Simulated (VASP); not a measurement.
# Ir (Fm-3m) in VASP: a series of runs, part 2 of 2

VASP 6.6.1. The steps go on from the part before.

## (3) Single point, r2SCANh

This run uses another cell than the first one, of 13.50 Å³/atom, 1.021 times its volume.

The input, POSCAR:

```
Ir
1.0
    0.0000000000      1.8897103398      1.8897103398
    1.8897103398      0.0000000000      1.8897103398
    1.8897103398      1.8897103398      0.0000000000
Ir
1
Direct
    0.0000000000      0.0000000000      0.0000000000
```

The input, INCAR.step1:

```
PREC = Accurate
ENCUT = 520
EDIFF = 1E-5
ISMEAR = -1
SIGMA = 0.05
LREAL = False
LASPH = True
NELM = 80
ALGO = Normal
ISIF = 2
LWAVE = True
LCHARG = False
GGA = PE
NBANDS = 10
```

The input, INCAR.step2:

```
PREC = Accurate
ENCUT = 520
EDIFF = 1E-6
ISMEAR = -1
SIGMA = 0.05
LREAL = False
LASPH = True
NELM = 80
ALGO = Normal
ISIF = 2
LWAVE = False
LCHARG = False
METAGGA = R2SCAN
LHFCALC = True
AEXX = 0.1
LMIXTAU = True
PRECFOCK = Normal
ISTART = 1
NBANDS = 10
```

The input, KPOINTS:

```
Automatic mesh
0
Gamma
  6 6 6
```

Potentials or basis: VASP PAW PBE potentials, release 64 (Ir).

The run is started by

```
$ cat potpaw_PBE.64/Ir/POTCAR > POTCAR
$ cp INCAR.step1 INCAR
$ mpirun -np 1 vasp_std > vasp.out
$ cp INCAR.step2 INCAR
$ mpirun -np 1 vasp_std > vasp.out
```

OUTCAR:

```text
PREC = Accurate
   ENCUT = 520
   EDIFF = 1E-6
   ISMEAR = -1
   LREAL = False
   LASPH = True
   NELM = 80
   ISIF = 2
   METAGGA = R2SCAN
   LHFCALC = True
   AEXX = 0.1
   PRECFOCK = Normal
   ISTART = 1

 ion  position               nearest neighbor table
   1  0.000  0.000  0.000-

  LATTYP: Found a face centered cubic cell.
 ALAT       =     3.7794206796

  Lattice vectors:
[... 383 lines left out ...]
      5      12.8504      0.00000
      6      18.7526      0.00000
      7      20.9021      0.00000
      8      22.9394      0.00000
      9      25.7806      0.00000
     10      37.9982      0.00000

------------------------ aborting loop because EDIFF is reached ----------------------------------------

  FORCE on cell =-STRESS in cart. coord.  units (eV):
  Direction    XX          YY          ZZ          XY          YZ          ZX
  --------------------------------------------------------------------------------------
  -------------------------------------------------------------------------------------
  Total        1.8295705      1.8295705      1.8295705      0.0000000      0.0000000      0.0000000
  in kB      217.1921017    217.1921017    217.1921017      0.0000000      0.0000000      0.0000000
  external PRESSURE =     217.1921017 kB  Pullay stress =       0.0000000 kB

 VOLUME and BASIS-vectors are now :
 -----------------------------------------------------------------------------
  energy-cutoff  :      520.00
  volume of cell :       13.50
      direct lattice vectors                 reciprocal lattice vectors
     0.000000000  1.889710340  1.889710340    -0.264590816  0.264590816  0.264590816
     1.889710340  0.000000000  1.889710340     0.264590816 -0.264590816  0.264590816
     1.889710340  1.889710340  0.000000000     0.264590816  0.264590816 -0.264590816

 POSITION                                       TOTAL-FORCE (eV/Angst)
 -----------------------------------------------------------------------------------
      0.00000      0.00000      0.00000         0.000000      0.000000      0.000000
 -----------------------------------------------------------------------------------
    total drift:                               -0.000000      0.000000      0.000000

  FREE ENERGIE OF THE ION-ELECTRON SYSTEM (eV)
  ---------------------------------------------------
  free  energy   TOTEN  =       -48.9178881679 eV

  energy  without entropy=      -48.9095140966  energy(sigma->0) =      -48.91370113
```

OSZICAR.step1:

```text
N       E                     dE             d eps       ncg     rms          rms(c)
DAV:   1     0.540454506339E+02    0.54045E+02   -0.46093E+03   328   0.855E+02
DAV:   2    -0.835184382886E+01   -0.62397E+02   -0.59913E+02   328   0.204E+02
DAV:   3    -0.923132754946E+01   -0.87948E+00   -0.87669E+00   380   0.304E+01
DAV:   4    -0.923896880819E+01   -0.76413E-02   -0.76403E-02   356   0.261E+00
DAV:   5    -0.923912042988E+01   -0.15162E-03   -0.15162E-03   356   0.356E-01    0.174E+01
DAV:   6    -0.880344497316E+01    0.43568E+00   -0.65344E-01   356   0.102E+01    0.749E+00
DAV:   7    -0.870247664049E+01    0.10097E+00   -0.27194E-01   392   0.612E+00    0.138E+00
DAV:   8    -0.869908128914E+01    0.33954E-02   -0.20040E-03   342   0.502E-01    0.932E-01
DAV:   9    -0.869572901259E+01    0.33523E-02   -0.20920E-03   364   0.648E-01    0.108E-02
DAV:  10    -0.869573221896E+01   -0.32064E-05   -0.11470E-05   380   0.309E-02
   1 F= -.86957322E+01 E0= -.86906175E+01  d E =-.102295E-01
```

It took 8 min on 1 thread of Intel Xeon Platinum 8259CL at 2.50GHz (Skylake/Cascade Lake), shared host; peak memory 0.14 GiB.

What came out:

```yaml
Free_energy: -48.9179 eV
Pressure: 21.7 GPa
```

Caveat: the k points lie up to 0.48 Å⁻¹ apart; the PAW data sets were made with another functional, which shifts forces and pressure a little; spin-orbit coupling is left out, which moves the levels of the heavy elements.

## (4) Single point, r2SCANh

This run uses another cell than the first one, of 13.78 Å³/atom, 1.043 times its volume.

The input, POSCAR:

```
Ir
1.0
    0.0000000000      1.9027432368      1.9027432368
    1.9027432368      0.0000000000      1.9027432368
    1.9027432368      1.9027432368      0.0000000000
Ir
1
Direct
    0.0000000000      0.0000000000      0.0000000000
```

The input, INCAR.step1:

```
PREC = Accurate
ENCUT = 520
EDIFF = 1E-5
ISMEAR = -1
SIGMA = 0.05
LREAL = F
LASPH = T
NELM = 80
ALGO = Normal
ISIF = 2
LWAVE = T
LCHARG = F
NBANDS = 10
GGA = PE
```

The input, INCAR.step2:

```
PREC = Accurate
ENCUT = 520
EDIFF = 1E-6
ISMEAR = -1
SIGMA = 0.05
LREAL = F
LASPH = T
NELM = 80
ALGO = Normal
ISIF = 2
LWAVE = F
LCHARG = F
METAGGA = R2SCAN
LHFCALC = T
AEXX = 0.1
LMIXTAU = T
PRECFOCK = Normal
NBANDS = 10
ISTART = 1
```

KPOINTS is that of step 3.

Potentials or basis: VASP PAW PBE potentials, release 64 (Ir).

The run is started by

```
$ cat potpaw_PBE.64/Ir/POTCAR > POTCAR
$ cp INCAR.step1 INCAR
$ mpirun -np 1 vasp_std > vasp.out
$ cp INCAR.step2 INCAR
$ mpirun -np 1 vasp_std > vasp.out
```

OUTCAR:

```text
PREC = Accurate
   ENCUT = 520
   EDIFF = 1E-6
   ISMEAR = -1
   LREAL = F
   LASPH = T
   NELM = 80
   ISIF = 2
   METAGGA = R2SCAN
   LHFCALC = T
   AEXX = 0.1
   PRECFOCK = Normal
   ISTART = 1

 ion  position               nearest neighbor table
   1  0.000  0.000  0.000-

  LATTYP: Found a face centered cubic cell.
 ALAT       =     3.8054864736

[... 384 lines left out ...]
      5      12.4106      0.00000
      6      18.2327      0.00000
      7      20.3238      0.00000
      8      22.4139      0.00000
      9      25.1610      0.00000
     10      37.3154      0.00000

------------------------ aborting loop because EDIFF is reached ----------------------------------------

  FORCE on cell =-STRESS in cart. coord.  units (eV):
  Direction    XX          YY          ZZ          XY          YZ          ZX
  --------------------------------------------------------------------------------------
  -------------------------------------------------------------------------------------
  Total        1.0204969      1.0204969      1.0204969      0.0000000     -0.0000000     -0.0000000
  in kB      118.6729426    118.6729426    118.6729426      0.0000000     -0.0000000     -0.0000000
  external PRESSURE =     118.6729426 kB  Pullay stress =       0.0000000 kB

 VOLUME and BASIS-vectors are now :
 -----------------------------------------------------------------------------
  energy-cutoff  :      520.00
  volume of cell :       13.78
      direct lattice vectors                 reciprocal lattice vectors
     0.000000000  1.902743237  1.902743237    -0.262778493  0.262778493  0.262778493
     1.902743237  0.000000000  1.902743237     0.262778493 -0.262778493  0.262778493
     1.902743237  1.902743237  0.000000000     0.262778493  0.262778493 -0.262778493

 POSITION                                       TOTAL-FORCE (eV/Angst)
 -----------------------------------------------------------------------------------
      0.00000      0.00000      0.00000         0.000000      0.000000      0.000000
 -----------------------------------------------------------------------------------
    total drift:                                0.000000      0.000000      0.000000

  FREE ENERGIE OF THE ION-ELECTRON SYSTEM (eV)
  ---------------------------------------------------
  free  energy   TOTEN  =       -48.9472374605 eV

  energy  without entropy=      -48.9388248527  energy(sigma->0) =      -48.94303116
```

OUTCAR.step1:

```text
PREC = Accurate
   ENCUT = 520
   EDIFF = 1E-5
   ISMEAR = -1
   LREAL = F
[... 412 lines left out ...]

 POSITION                                       TOTAL-FORCE (eV/Angst)
 -----------------------------------------------------------------------------------
      0.00000      0.00000      0.00000         0.000000      0.000000      0.000000
 -----------------------------------------------------------------------------------
    total drift:                                0.000000      0.000000     -0.000000

  FREE ENERGIE OF THE ION-ELECTRON SYSTEM (eV)
  ---------------------------------------------------
  free  energy   TOTEN  =        -8.7427095280 eV

  energy  without entropy=       -8.7322301503  energy(sigma->0) =       -8.73746984
```

It took 7.5 min on 1 thread of Intel Xeon Platinum 8259CL at 2.50GHz (Skylake/Cascade Lake), shared host; peak memory 0.14 GiB.

What came out:

```
Free energy : -48.9472 eV
Pressure    : 11.9 GPa
```

Caveat: the k points lie up to 0.48 Å⁻¹ apart; the PAW data sets were made with another functional, which shifts forces and pressure a little; spin-orbit coupling is left out, which moves the levels of the heavy elements.

## (5) Overview

| cell | gap on the mesh (eV) | pressure (GPa) |
| --- | --- | --- |
| a = 2.654 Å, angles 60.0°, 1 atom | none | 32.8 |
| a = 2.672 Å, angles 60.0°, 1 atom | none | 21.7 |
| a = 2.691 Å, angles 60.0°, 1 atom | none | 11.9 |

Alike in all rows: task single point; level r2SCANh; potentials or basis VASP PAW PBE potentials, release 64 (Ir); no spin polarisation; k mesh 6 × 6 × 6; cutoff (eV) 520; smearing fermi-dirac 0.05 eV.

Caveats: all runs use coarse meshes; the PAW data sets were made with another functional, which shifts forces and pressure a little; spin-orbit coupling is left out, which moves the levels of the heavy elements.

Total energies depend on the potentials used, so only differences within one code and one set of settings carry meaning.
